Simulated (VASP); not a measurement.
# KBr (Fm-3m) in VASP: single point with PBE

Aim: the single point of KBr with PBE.

Program: VASP 6.6.1. These are calculated values, not measurements. Logs are shortened: lines on timing, memory, paths and dates and some standing lists are left out, and cuts for length are marked.

## 1. The cell of the first run

Symmetry: Fm-3m, No. 225, cubic system. The conventional cell has a = 6.873 Å, b = 6.873 Å, c = 6.873 Å, α = 90.00°, β = 90.00°, γ = 90.00°. K (site symmetry m-3m) has 6 Br at 3.44 Å within 4.5 Å. Within 4.5 Å of Br (site symmetry m-3m) lie 6 K at 3.44 Å.

## 2. Single point, PBE (Rb replaced by K, lengths x 0.970, strained)

Input file INCAR:

```
SYSTEM = KBr
  PREC = Accurate
  ENCUT = 520
  EDIFF = 1E-7
  ISMEAR = 0
  SIGMA = 0.02
  LREAL = .FALSE.
  LASPH = .TRUE.
  NELM = 100
  ALGO = Normal
  ISIF = 2
  LWAVE = .FALSE.
  LCHARG = .TRUE.
  GGA = PE
  LELF = .TRUE.
  LVHAR = .TRUE.
  NBANDS = 15
```

Input file KPOINTS:

```
Automatic mesh
0
G
  6 6 6
  0 0 0
```

Input file POSCAR:

```
KBr
1.0
    0.0000000000      3.4362510930      3.4362510930
    3.4362510930      0.0000000000      3.4362510930
    3.4362510930      3.4362510930      0.0000000000
K Br
1 1
Direct
    0.0000000000      0.0000000000      0.0000000000
    0.5000000000      0.5000000000      0.5000000000
```

Potentials or basis: VASP PAW PBE potentials, release 64 (K_sv, Br).

Launch:

```console
> cat potpaw_PBE.64/K_sv/POTCAR potpaw_PBE.64/Br/POTCAR > POTCAR
> mpirun -np 1 vasp_std > vasp.out
```

OUTCAR:

```text
SYSTEM = KBr
   PREC = Accurate
   ENCUT = 520
   EDIFF = 1E-7
   ISMEAR = 0
   LREAL = .FALSE.
   LASPH = .TRUE.
   NELM = 100
   ISIF = 2
   GGA = PE

 ion  position               nearest neighbor table
   1  0.000  0.000  0.000-
   2  0.500  0.500  0.500-

  LATTYP: Found a face centered cubic cell.
 ALAT       =     6.8725021860

  Lattice vectors:

 A1 = (   0.0000000000,   3.4362510930,   3.4362510930)
 A2 = (   3.4362510930,   0.0000000000,   3.4362510930)
 A3 = (   3.4362510930,   3.4362510930,   0.0000000000)

Analysis of symmetry for initial positions (statically):
=====================================================================
 Subroutine PRICEL returns:
 Original cell was already a primitive cell.

 Routine SETGRP: Setting up the symmetry group for a
 face centered cubic supercell.

 Subroutine GETGRP returns: Found 48 space group operations
 (whereof 48 operations were pure point group operations)
 out of a pool of 48 trial point group operations.

The static configuration has the point symmetry O_h .

Analysis of symmetry for dynamics (positions and initial velocities):
=====================================================================
 Subroutine PRICEL returns:
 Original cell was already a primitive cell.

 Routine SETGRP: Setting up the symmetry group for a
 face centered cubic supercell.

 Subroutine GETGRP returns: Found 48 space group operations
 (whereof 48 operations were pure point group operations)
 out of a pool of 48 trial point group operations.

The dynamic configuration has the point symmetry O_h .

 Subroutine INISYM returns: Found 48 space group operations
 (whereof 48 operations are pure point group operations),
 and found     1 'primitive' translations

----------------------------------------------------------------------------------------

                                     Primitive cell

  volume of cell :      81.1493

  direct lattice vectors                    reciprocal lattice vectors
     0.000000000  3.436251093  3.436251093    -0.145507411  0.145507411  0.145507411
     3.436251093  0.000000000  3.436251093     0.145507411 -0.145507411  0.145507411
     3.436251093  3.436251093  0.000000000     0.145507411  0.145507411 -0.145507411

  length of vectors
     4.859592899  4.859592899  4.859592899     0.252026229  0.252026229  0.252026229

  position of ions in fractional coordinates (direct lattice)
     0.000000000  0.000000000  0.000000000
     0.500000000  0.500000000  0.500000000

  ion indices of the primitive-cell ions
   primitive index   ion index
                 1           1
                 2           2

----------------------------------------------------------------------------------------

 KPOINTS: Automatic mesh

Automatic generation of k-mesh.
 Grid dimensions read from file:
 generate k-points for:    6    6    6

 Generating k-lattice:

  Cartesian coordinates                     Fractional coordinates (reciprocal lattice)
    -0.024251235  0.024251235  0.024251235     0.166666667  0.000000000  0.000000000
     0.024251235 -0.024251235  0.024251235     0.000000000  0.166666667  0.000000000
     0.024251235  0.024251235 -0.024251235     0.000000000  0.000000000  0.166666667

  Length of vectors
     0.042004371  0.042004371  0.042004371

  Shift w.r.t. Gamma in fractional coordinates (k-lattice)
     0.000000000  0.000000000  0.000000000

 Subroutine IBZKPT returns following result:
 ===========================================

 Found     16 irreducible k-points:

 Following reciprocal coordinates:
            Coordinates               Weight
  0.000000  0.000000  0.000000      1.000000
  0.166667  0.000000  0.000000      8.000000
  0.333333  0.000000  0.000000      8.000000
  0.500000  0.000000  0.000000      4.000000
  0.166667  0.166667  0.000000      6.000000
  0.333333  0.166667  0.000000     24.000000
[... 8 lines left out ...]
 -0.333333  0.333333  0.166667     24.000000
 -0.333333  0.500000  0.166667     12.000000
   k-points           NKPTS =     16   k-points in BZ     NKDIM =     16   number of bands    NBANDS=     15
   number of dos      NEDOS =    301   number of ions     NIONS =      2
   total plane-waves  NPLWV =  46656
   dimension x,y,z NGX =    36 NGY =   36 NGZ =   36
   dimension x,y,z NGXF=    72 NGYF=   72 NGZF=   72
   ions per type =               1   1
   NGX,Y,Z   is equivalent  to a cutoff of  12.32, 12.32, 12.32 a.u.
   NGXF,Y,Z  is equivalent  to a cutoff of  24.63, 24.63, 24.63 a.u.
 SYSTEM =  KBr
   PREC   = accura    normal or accurate (medium, high low for compatibility)
   ISTART =      0    job   : 0-new  1-cont  2-samecut
   ICHARG =      2    charge: 1-file 2-atom 10-const
   ISPIN  =      1    spin polarized calculation?
   LNONCOLLINEAR =      F non collinear calculations
   LSORBIT =      F    spin-orbit coupling
   LASPH  =      T    aspherical Exc in radial PAW
   ENCUT  =  520.0 eV  38.22 Ry    6.18 a.u.   9.04  9.04  9.04*2*pi/ulx,y,z
   NELM   =    100;   NELMIN=  2; NELMDL= -5     # of ELM steps
   EDIFF  = 0.1E-06   stopping-criterion for ELM
   LREAL  =      F    real-space projection
   EDIFFG = 0.1E-05   stopping-criterion for IOM
   NSW    =      0    number of steps for IOM
   IBRION =     -1    ionic relax: 0-MD 1-quasi-New 2-CG
   NFREE  =      0    steps in history (QN), initial steepest desc. (CG)
   ISIF   =      2    stress and relaxation
   ISYM   =      2    0-nonsym 1-usesym 2-fastsym
   POTIM  = 0.5000    time-step for ionic-motion
   TEBEG  =    0.0;   TEEND  =   0.0 temperature during run
   PSTRESS=    0.0 pullay stress
   NELECT =      16.0000    total number of electrons
   NUPDOWN=      -1.0000    fix difference up-down
   EMIN   =  10.00;   EMAX   =-10.00  energy-range for DOS
   EFERMI =   0.00;   METHOD = LEGACY
   ISMEAR =     0;   SIGMA  =   0.02  broadening in eV -4-tet -1-fermi 0-gaus
   EFERMI_NEDOS =   21; number of points for ismear=-14 and -15
   IALGO  =     38    algorithm
   IMIX   =      4    mixing-type and parameters
     AMIX     =   0.40;   BMIX     =  1.00
     AMIX_MAG =   1.60;   BMIX_MAG =  1.00
  volume/ion in A,a.u.               =      40.57       273.81
  Fermi-wavevector in a.u.,A,eV,Ry     =   0.952840  1.800606 12.352782  0.907904
  Thomas-Fermi vector in A             =   2.081440
   LORBIT       =      0    0 simple, 1 ext, 2 COOP (PROOUT), +10 PAW based schemes
   GGA     = PE    functional components
   LHFCALC =     F    Hartree Fock is set to
   AEXX    =    0.0000 exact exchange contribution
   IVDW    =     0    specifies the selected vdW correction
   LEPSILON=     F    determine dielectric tensor
   LRPA    =     F    only Hartree local field effects (RPA)
 non-spin polarized calculation
 Gauss-broadening in eV      SIGMA  =   0.02
  energy-cutoff  :      520.00
  volume of cell :       81.15
 maximum number of plane-waves:      2202
   NGX = 19   NGY = 19   NGZ = 19

 number of electron      15.9999999 magnetization

 Free energy of the ion-electron system (eV)
  ---------------------------------------------------
  ext. energy  EPLUGINS =         0.00000000
  ---------------------------------------------------
  free energy    TOTEN  =        -6.20880621 eV

  energy without entropy =       -6.20880621  energy(sigma->0) =       -6.20880621

 E-fermi :  -2.0742     XC(G=0):  -6.8987

 val. band max:       -2.1779087667   @ k =   0.0000   0.0000   0.0000
 cond. band min:       1.9521815527   @ k =   0.0000   0.0000   0.0000
 fundamental gap:      4.1300903194
 Fermi energy:        -2.0742175341

 k-point     1 :       0.0000    0.0000    0.0000
  band No.  band energies     occupation
      1     -30.2382      2.00000
      2     -14.3391      2.00000
      3     -13.7062      2.00000
      4     -13.7062      2.00000
      5     -13.7062      2.00000
      6      -2.1779      2.00000
      7      -2.1779      2.00000
      8      -2.1779      2.00000
      9       1.9522      0.00000
     10       5.3729      0.00000
     11       5.3729      0.00000
     12       5.3729      0.00000
     13       6.1238      0.00000
     14       6.1238      0.00000
     15       9.0915      0.00000

 k-point     2 :       0.1667    0.0000    0.0000
  band No.  band energies     occupation
      1     -30.2375      2.00000
      2     -14.3880      2.00000
      3     -13.7073      2.00000
      4     -13.7073      2.00000
      5     -13.6458      2.00000
      6      -2.4723      2.00000
      7      -2.2427      2.00000
      8      -2.2427      2.00000
      9       2.5350      0.00000
     10       5.2105      0.00000
     11       5.6598      0.00000
     12       5.6598      0.00000
     13       6.4145      0.00000
     14       6.4145      0.00000
     15       9.8379      0.00000

 k-point     3 :       0.3333    0.0000    0.0000
  band No.  band energies     occupation
      1     -30.2361      2.00000
      2     -14.4672      2.00000
      3     -13.7093      2.00000
      4     -13.7093      2.00000
      5     -13.5431      2.00000
      6      -2.9400      2.00000
      7      -2.3660      2.00000
      8      -2.3660      2.00000
      9       3.6453      0.00000
     10       5.2625      0.00000
     11       6.4230      0.00000
     12       6.4230      0.00000
     13       7.1496      0.00000
     14       7.1496      0.00000
     15       8.6389      0.00000
[... 199 lines left out ...]
 k-point    15 :      -0.3333    0.3333    0.1667
  band No.  band energies     occupation
      1     -30.2348      2.00000
      2     -14.3981      2.00000
      3     -13.7355      2.00000
      4     -13.7274      2.00000
      5     -13.5935      2.00000
      6      -2.8557      2.00000
      7      -2.6126      2.00000
      8      -2.4901      2.00000
      9       4.8099      0.00000
     10       5.1955      0.00000
     11       5.8673      0.00000
     12       6.5442      0.00000
     13       7.7586      0.00000
     14       7.9894      0.00000
     15       8.2779      0.00000

 k-point    16 :      -0.3333    0.5000    0.1667
  band No.  band energies     occupation
      1     -30.2345      2.00000
      2     -14.3371      2.00000
      3     -13.7519      2.00000
      4     -13.7358      2.00000
      5     -13.6464      2.00000
      6      -2.7738      2.00000
      7      -2.5580      2.00000
      8      -2.5536      2.00000
      9       4.3958      0.00000
     10       5.2512      0.00000
     11       5.7862      0.00000
     12       6.5886      0.00000
     13       7.4693      0.00000
     14       8.1957      0.00000
     15       8.5419      0.00000

------------------------ aborting loop because EDIFF is reached ----------------------------------------

  FORCE on cell =-STRESS in cart. coord.  units (eV):
  Direction    XX          YY          ZZ          XY          YZ          ZX
  --------------------------------------------------------------------------------------
  -------------------------------------------------------------------------------------
  Total       -0.4139527     -0.4139527     -0.4139527     -0.0000000      0.0000000      0.0000000
  in kB       -8.1729091     -8.1729091     -8.1729091     -0.0000000      0.0000000      0.0000000
  external PRESSURE =      -8.1729091 kB  Pullay stress =       0.0000000 kB

 VOLUME and BASIS-vectors are now :
 -----------------------------------------------------------------------------
  energy-cutoff  :      520.00
  volume of cell :       81.15
      direct lattice vectors                 reciprocal lattice vectors
     0.000000000  3.436251093  3.436251093    -0.145507411  0.145507411  0.145507411
     3.436251093  0.000000000  3.436251093     0.145507411 -0.145507411  0.145507411
     3.436251093  3.436251093  0.000000000     0.145507411  0.145507411 -0.145507411

 POSITION                                       TOTAL-FORCE (eV/Angst)
 -----------------------------------------------------------------------------------
      0.00000      0.00000      0.00000         0.000000      0.000000     -0.000000
      3.43625      3.43625      3.43625         0.000000      0.000000      0.000000
 -----------------------------------------------------------------------------------
    total drift:                                0.000000      0.000000      0.000000

  FREE ENERGIE OF THE ION-ELECTRON SYSTEM (eV)
  ---------------------------------------------------
  free  energy   TOTEN  =        -6.2088062111 eV

  energy  without entropy=       -6.2088062111  energy(sigma->0) =       -6.20880621
```

Wall time 19 s (1 thread of Intel Xeon 6975P-C, shared host); peak memory 0.21 GiB.

What came out:

| Property | Result |
| --- | --- |
| Free energy | -6.2088 eV |
| Pressure | -0.8 GPa |
| Band gap on the k mesh | 4.13 eV, direct |

Caveat: the cell differs from its parent crystal (Rb replaced by K, lengths x 0.970, strained).
